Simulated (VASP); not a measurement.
# Si3S (Im-3m) in VASP: a series of runs

Runs on Si3S. Level: PBE. Tasks: single point, relaxation of cell and atoms.

All numbers are computed with VASP 6.6.1; they aren't measurements. Logs are shortened: lines on timing, memory, paths and dates and some standing lists are left out, and cuts for length are marked.

**1. The cell of the first run**

Symmetry: Im-3m, No. 229, cubic system. The conventional cell has a = 5.051 Å, b = 5.051 Å, c = 5.051 Å, α = 90.00°, β = 90.00°, γ = 90.00°. Within 3.3 Å of Si (site symmetry 4/mmm) lie 4 Si at 2.53 Å and 2 S at 2.53 Å. Within 3.3 Å of S (site symmetry m-3m) lie 6 Si at 2.53 Å.

**2. Single point, PBE**

INCAR reads:

```
SYSTEM = Si3S
ALGO = Normal
EDIFF = 1E-6
ENCUT = 520
GGA = PE
ISIF = 2
ISMEAR = 0
LASPH = .True.
LCHARG = .False.
LREAL = .False.
LWAVE = .False.
NBANDS = 17
NELM = 100
PREC = Accurate
SIGMA = 0.1
```

KPOINTS reads:

```
k-points
0
Gamma
  14 14 14
  0 0 0
```

POSCAR reads:

```
Si3S
1.0
   -2.5254785942      2.5254785942      2.5254785942
    2.5254785942     -2.5254785942      2.5254785942
    2.5254785942      2.5254785942     -2.5254785942
Si S
3 1
Direct
    0.0000000000      0.5000000000      0.5000000000
    0.5000000000      0.0000000000      0.5000000000
    0.5000000000      0.5000000000      0.0000000000
    0.0000000000      0.0000000000      0.0000000000
```

Potentials or basis: VASP PAW PBE potentials, release 64 (Si, S).

Run with:

```console
$ cat potpaw_PBE.64/Si/POTCAR potpaw_PBE.64/S/POTCAR > POTCAR
$ mpirun -np 1 vasp_std > vasp.out
```

OUTCAR:

```text
SYSTEM = Si3S
   EDIFF = 1E-6
   ENCUT = 520
   GGA = PE
   ISIF = 2
   ISMEAR = 0
   LASPH = .True.
   LREAL = .False.
   NELM = 100
   PREC = Accurate

 ion  position               nearest neighbor table
   1  0.000  0.500  0.500-   2 2.53   3 2.53   4 2.53   4 2.53   3 2.53   2 2.53
   2  0.500  0.000  0.500-   1 2.53   3 2.53   4 2.53   3 2.53   4 2.53   1 2.53
   3  0.500  0.500  0.000-   1 2.53   2 2.53   4 2.53   2 2.53   1 2.53   4 2.53
   4  0.000  0.000  0.000-   1 2.53   2 2.53   3 2.53   1 2.53   2 2.53   3 2.53

  LATTYP: Found a body centered cubic cell.
 ALAT       =     5.0509571884

  Lattice vectors:

 A1 = (  -2.5254785942,   2.5254785942,   2.5254785942)
 A2 = (   2.5254785942,  -2.5254785942,   2.5254785942)
 A3 = (   2.5254785942,   2.5254785942,  -2.5254785942)

Analysis of symmetry for initial positions (statically):
=====================================================================
 Subroutine PRICEL returns:
 Original cell was already a primitive cell.

 Routine SETGRP: Setting up the symmetry group for a
 body centered cubic supercell.

 Subroutine GETGRP returns: Found 48 space group operations
 (whereof 48 operations were pure point group operations)
 out of a pool of 48 trial point group operations.

The static configuration has the point symmetry O_h .

Analysis of symmetry for dynamics (positions and initial velocities):
=====================================================================
 Subroutine PRICEL returns:
 Original cell was already a primitive cell.

 Routine SETGRP: Setting up the symmetry group for a
 body centered cubic supercell.

 Subroutine GETGRP returns: Found 48 space group operations
 (whereof 48 operations were pure point group operations)
 out of a pool of 48 trial point group operations.

The dynamic configuration has the point symmetry O_h .

 Subroutine INISYM returns: Found 48 space group operations
 (whereof 48 operations are pure point group operations),
 and found     1 'primitive' translations

----------------------------------------------------------------------------------------

                                     Primitive cell

  volume of cell :      64.4304

  direct lattice vectors                    reciprocal lattice vectors
    -2.525478594  2.525478594  2.525478594     0.000000000  0.197982276  0.197982276
[... 91 lines left out ...]
   LREAL  =      F    real-space projection
   EDIFFG = 0.1E-04   stopping-criterion for IOM
   NSW    =      0    number of steps for IOM
   IBRION =     -1    ionic relax: 0-MD 1-quasi-New 2-CG
   NFREE  =      0    steps in history (QN), initial steepest desc. (CG)
   ISIF   =      2    stress and relaxation
   ISYM   =      2    0-nonsym 1-usesym 2-fastsym
   POTIM  = 0.5000    time-step for ionic-motion
   TEBEG  =    0.0;   TEEND  =   0.0 temperature during run
   PSTRESS=    0.0 pullay stress
   NELECT =      18.0000    total number of electrons
   NUPDOWN=      -1.0000    fix difference up-down
   EMIN   =  10.00;   EMAX   =-10.00  energy-range for DOS
   EFERMI =   0.00;   METHOD = LEGACY
   ISMEAR =     0;   SIGMA  =   0.10  broadening in eV -4-tet -1-fermi 0-gaus
   EFERMI_NEDOS =   21; number of points for ismear=-14 and -15
   IALGO  =     38    algorithm
   IMIX   =      4    mixing-type and parameters
     AMIX     =   0.40;   BMIX     =  1.00
     AMIX_MAG =   1.60;   BMIX_MAG =  1.00
  volume/ion in A,a.u.               =      16.11       108.70
  Fermi-wavevector in a.u.,A,eV,Ry     =   1.070209  2.022402 15.583399  1.145348
  Thomas-Fermi vector in A             =   2.205912
   LORBIT       =      0    0 simple, 1 ext, 2 COOP (PROOUT), +10 PAW based schemes
   GGA     = PE    functional components
   LHFCALC =     F    Hartree Fock is set to
   AEXX    =    0.0000 exact exchange contribution
   IVDW    =     0    specifies the selected vdW correction
   LEPSILON=     F    determine dielectric tensor
   LRPA    =     F    only Hartree local field effects (RPA)
 non-spin polarized calculation
 Gauss-broadening in eV      SIGMA  =   0.10
  energy-cutoff  :      520.00
  volume of cell :       64.43
 maximum number of plane-waves:      1754
 NGX is ok and might be reduce to    36
   NGX = 17   NGY = 17   NGZ = 17

 number of electron      18.0000001 magnetization

 Free energy of the ion-electron system (eV)
  ---------------------------------------------------
  ext. energy  EPLUGINS =         0.00000000
  ---------------------------------------------------
  free energy    TOTEN  =       -19.96680036 eV

  energy without entropy =      -19.96202651  energy(sigma->0) =      -19.96441344

 E-fermi :   8.4153     XC(G=0): -10.6699

 val. band max:        8.4046108517   @ k =  -0.2143   0.2143   0.0714
 cond. band min:       8.4474753018   @ k =   0.3571   0.0714   0.0000
 fundamental gap:      0.0428644501
 Fermi energy:         8.4153093774

 k-point     1 :       0.0000    0.0000    0.0000
  band No.  band energies     occupation
      1      -7.0620      2.00000
      2      -0.2902      2.00000
      3       3.2349      2.00000
      4       3.2349      2.00000
      5       3.2349      2.00000
      6       4.8636      2.00000
[... 457 lines left out ...]
      4       1.3399      2.00000
      5       3.9685      2.00000
      6       5.0871      2.00000
[... 9 lines left out ...]
     16      14.8020      0.00000
     17      16.6608      0.00000

 [... further k-points ...]

------------------------ aborting loop because EDIFF is reached ----------------------------------------

  FORCE on cell =-STRESS in cart. coord.  units (eV):
  Direction    XX          YY          ZZ          XY          YZ          ZX
  --------------------------------------------------------------------------------------
  -------------------------------------------------------------------------------------
  Total       -0.0170964     -0.0170964     -0.0170964      0.0000000     -0.0000000      0.0000000
  in kB       -0.4251322     -0.4251322     -0.4251322      0.0000000     -0.0000000      0.0000000
  external PRESSURE =      -0.4251322 kB  Pullay stress =       0.0000000 kB

 VOLUME and BASIS-vectors are now :
 -----------------------------------------------------------------------------
  energy-cutoff  :      520.00
  volume of cell :       64.43
      direct lattice vectors                 reciprocal lattice vectors
    -2.525478594  2.525478594  2.525478594     0.000000000  0.197982276  0.197982276
     2.525478594 -2.525478594  2.525478594     0.197982276  0.000000000  0.197982276
     2.525478594  2.525478594 -2.525478594     0.197982276  0.197982276  0.000000000

 POSITION                                       TOTAL-FORCE (eV/Angst)
 -----------------------------------------------------------------------------------
      2.52548      0.00000      0.00000         0.000000     -0.000000      0.000000
      0.00000      2.52548      0.00000        -0.000000      0.000000     -0.000000
      0.00000      0.00000      2.52548        -0.000000     -0.000000     -0.000000
      0.00000      0.00000      0.00000         0.000000      0.000000      0.000000
 -----------------------------------------------------------------------------------
    total drift:                                0.000000      0.000000     -0.000000

  FREE ENERGIE OF THE ION-ELECTRON SYSTEM (eV)
  ---------------------------------------------------
  free  energy   TOTEN  =       -19.9668003606 eV

  energy  without entropy=      -19.9620265104  energy(sigma->0) =      -19.96441344
```

OSZICAR:

```text
N       E                     dE             d eps       ncg     rms          rms(c)
DAV:   1     0.347847349653E+02    0.34785E+02   -0.72536E+03  3536   0.892E+02
DAV:   2    -0.176780358886E+02   -0.52463E+02   -0.49111E+02  4672   0.136E+02
DAV:   3    -0.200271536864E+02   -0.23491E+01   -0.23211E+01  4658   0.258E+01
DAV:   4    -0.200467584120E+02   -0.19605E-01   -0.19589E-01  4421   0.294E+00
DAV:   5    -0.200469593436E+02   -0.20093E-03   -0.20091E-03  4684   0.287E-01    0.932E+00
DAV:   6    -0.199903871080E+02    0.56572E-01   -0.26579E-02  4486   0.885E-01    0.570E+00
DAV:   7    -0.199664243335E+02    0.23963E-01   -0.65523E-02  4456   0.142E+00    0.371E-01
DAV:   8    -0.199667593862E+02   -0.33505E-03   -0.58149E-03  4166   0.479E-01    0.101E-01
DAV:   9    -0.199667743112E+02   -0.14925E-04   -0.20163E-04  4724   0.889E-02    0.496E-02
DAV:  10    -0.199668011162E+02   -0.26805E-04   -0.51139E-05  4015   0.444E-02    0.138E-02
DAV:  11    -0.199668003606E+02    0.75559E-06   -0.18758E-06  3861   0.850E-03
   1 F= -.19966800E+02 E0= -.19964413E+02  d E =-.477385E-02
```

Run time: 42 s. Hardware: 1 thread of AMD EPYC 9R45 (Zen 5), shared host; peak memory 0.22 GiB.

What came out:

```
Free energy            : -19.9668 eV
Pressure               : 0.0 GPa
Band gap on the k mesh : zero (band 9 reaches 9.28 eV, above the bottom of band 10 at 5.48 eV)
```

Levels at points of the mesh, in eV from the Fermi level:
```tsv
k point	band 5	band 6	band 7	band 8	band 9	band 10	band 11	band 12	band 13	band 14
(0.00, 0.00, 0.00)	-5.18	-3.55	-3.55	-2.93	-2.93	-2.93	1.49	1.49	1.49	5.82
(0.50, 0.00, 0.00)	-5.89	-4.09	-2.30	-1.43	-0.33	0.16	1.99	2.95	4.87	5.35
(0.50, 0.50, 0.50)	-7.46	-7.46	-1.10	-1.10	-1.10	0.86	5.05	5.05	5.05	7.40
```

**3. Relaxation of cell and atoms, PBE**

This run uses another cell than the first one, of 16.04 Å³/atom, 0.996 times its volume.

INCAR reads:

```
SYSTEM = Si3S
  ALGO = Normal
  EDIFF = 1E-6
  EDIFFG = -0.01
  ENCUT = 600
  GGA = PE
  IBRION = 2
  ISIF = 3
  ISMEAR = 0
  LASPH = .True.
  LCHARG = .False.
  LREAL = .False.
  LWAVE = .False.
  NELM = 100
  NSW = 100
  PREC = Accurate
  SIGMA = 0.1
```

KPOINTS is that of step 2.

POSCAR reads:

```
Si3S
1.0
   -2.5219159467      2.5219159467      2.5219159467
    2.5219159467     -2.5219159467      2.5219159467
    2.5219159467      2.5219159467     -2.5219159467
Si S
3 1
Direct
    0.0000000000      0.5000000000      0.5000000000
    0.5000000000      0.0000000000      0.5000000000
    0.5000000000      0.5000000000      0.0000000000
    0.0000000000      0.0000000000      0.0000000000
```

Potentials or basis: VASP PAW PBE potentials, release 64 (Si, S).

Run with:

```console
$ cat potpaw_PBE.64/Si/POTCAR potpaw_PBE.64/S/POTCAR > POTCAR
$ mpirun -np 1 vasp_std > vasp.out
```

OUTCAR:

```text
SYSTEM = Si3S
   EDIFF = 1E-6
   EDIFFG = -0.01
   ENCUT = 600
   GGA = PE
   IBRION = 2
   ISIF = 3
   ISMEAR = 0
   LASPH = .True.
   LREAL = .False.
   NELM = 100
   NSW = 100
   PREC = Accurate

 ion  position               nearest neighbor table
   1  0.000  0.500  0.500-   2 2.52   3 2.52   4 2.52   4 2.52   3 2.52   2 2.52
   2  0.500  0.000  0.500-   1 2.52   3 2.52   4 2.52   3 2.52   4 2.52   1 2.52
   3  0.500  0.500  0.000-   1 2.52   2 2.52   4 2.52   2 2.52   1 2.52   4 2.52
   4  0.000  0.000  0.000-   1 2.52   2 2.52   3 2.52   1 2.52   2 2.52   3 2.52

  LATTYP: Found a body centered cubic cell.
 ALAT       =     5.0438318934

  Lattice vectors:

 A1 = (  -2.5219159467,   2.5219159467,   2.5219159467)
 A2 = (   2.5219159467,  -2.5219159467,   2.5219159467)
 A3 = (   2.5219159467,   2.5219159467,  -2.5219159467)

Analysis of symmetry for initial positions (statically):
=====================================================================
 Subroutine PRICEL returns:
 Original cell was already a primitive cell.

 Routine SETGRP: Setting up the symmetry group for a
 body centered cubic supercell.

 Subroutine GETGRP returns: Found 48 space group operations
 (whereof 48 operations were pure point group operations)
 out of a pool of 48 trial point group operations.

The static configuration has the point symmetry O_h .

Analysis of symmetry for dynamics (positions and initial velocities):
[... 243 lines left out ...]
  ---------------------------------------------------
  ext. energy  EPLUGINS =         0.00000000
  ---------------------------------------------------
  free energy    TOTEN  =       -19.96739718 eV

  energy without entropy =      -19.96261877  energy(sigma->0) =      -19.96500798

 E-fermi :   8.4216     XC(G=0): -10.6716

 val. band max:        8.4113860116   @ k =  -0.2143   0.2143   0.0714
 cond. band min:       8.4533893787   @ k =   0.3571   0.0714  -0.0000
 fundamental gap:      0.0420033671
 Fermi energy:         8.4216104615

 k-point     1 :       0.0000    0.0000    0.0000
  band No.  band energies     occupation
      1      -7.0586      2.00000
      2      -0.2833      2.00000
      3       3.2396      2.00000
      4       3.2396      2.00000
      5       3.2396      2.00000
      6       4.8712      2.00000
      7       4.8712      2.00000
      8       5.4870      2.00000
      9       5.4870      2.00000
     10       5.4870      2.00000
     11       9.9074      0.00000
     12       9.9074      0.00000
     13       9.9074      0.00000
[... 354 lines left out ...]
  band No.  band energies     occupation
      1      -5.8591      2.00000
      2      -1.7447      2.00000
      3      -1.2272      2.00000
      4       1.3446      2.00000
      5       3.9734      2.00000
      6       5.0927      2.00000
      7       5.5135      2.00000
      8       7.0906      2.00000
      9       7.7550      2.00000
     10      10.3539      0.00000
     11      10.8472      0.00000
     12      10.8544      0.00000
     13      12.0066      0.00000

 [... further k-points ...]

------------------------ aborting loop because EDIFF is reached ----------------------------------------

  FORCE on cell =-STRESS in cart. coord.  units (eV):
  Direction    XX          YY          ZZ          XY          YZ          ZX
  --------------------------------------------------------------------------------------
  -------------------------------------------------------------------------------------
  Total       -0.0055837     -0.0055837     -0.0055837      0.0000000     -0.0000000      0.0000000
  in kB       -0.1389160     -0.1389160     -0.1389160      0.0000000     -0.0000000      0.0000000
  external PRESSURE =      -0.1389160 kB  Pullay stress =       0.0000000 kB
[... 19 lines left out ...]
  FREE ENERGIE OF THE ION-ELECTRON SYSTEM (eV)
  ---------------------------------------------------
  free  energy   TOTEN  =       -19.9673971844 eV

  energy  without entropy=      -19.9626187743  energy(sigma->0) =      -19.96500798

 reached required accuracy - stopping structural energy minimisation
```

Wall time 76 s (1 thread of AMD EPYC 9R45 (Zen 5), shared host); peak memory 0.24 GiB.

Results:

- Free energy: -19.9674 eV
- Relaxed volume: 16.10 Å³/atom
- Relaxed cell: a = 4.374 Å, b = 4.374 Å, c = 4.374 Å, α = 109.47°, β = 109.47°, γ = 109.47°
- Space group after relaxing (to 0.05 Å): Im-3m (No. 229)
- Energy gained by relaxing: 0.1 meV/atom
- Ionic steps: 3
- Pressure after relaxing: 0.0 GPa
- Band gap on the k mesh: zero (band 9 reaches 9.29 eV, above the bottom of band 10 at 5.49 eV)

Step by step:
| step | energy change (eV) | largest force (eV/Å) | pressure (GPa) | volume (Å³) |
| --- | --- | --- | --- | --- |
| 1 | 0.0000 | 0.0000 | 0.37 | 64.16 |
| 2 | -0.0002 | 0.0000 | -0.15 | 64.50 |
| 3 | -0.0003 | 0.0000 | -0.01 | 64.40 |

Final structure:
```cif
data_structure
_symmetry_space_group_name_H-M 'P 1'
_symmetry_Int_Tables_number 1
_cell_length_a 4.3735
_cell_length_b 4.3735
_cell_length_c 4.3735
_cell_angle_alpha 109.471
_cell_angle_beta 109.471
_cell_angle_gamma 109.471
_cell_volume 64.40
loop_
_atom_site_label
_atom_site_type_symbol
_atom_site_fract_x
_atom_site_fract_y
_atom_site_fract_z
_atom_site_occupancy
Si1 Si 0.00000 0.50000 0.50000 1
Si2 Si 0.50000 0.00000 0.50000 1
Si3 Si 0.50000 0.50000 0.00000 1
S1 S 0.00000 0.00000 0.00000 1
```

(Continued in part 2 of 2.)
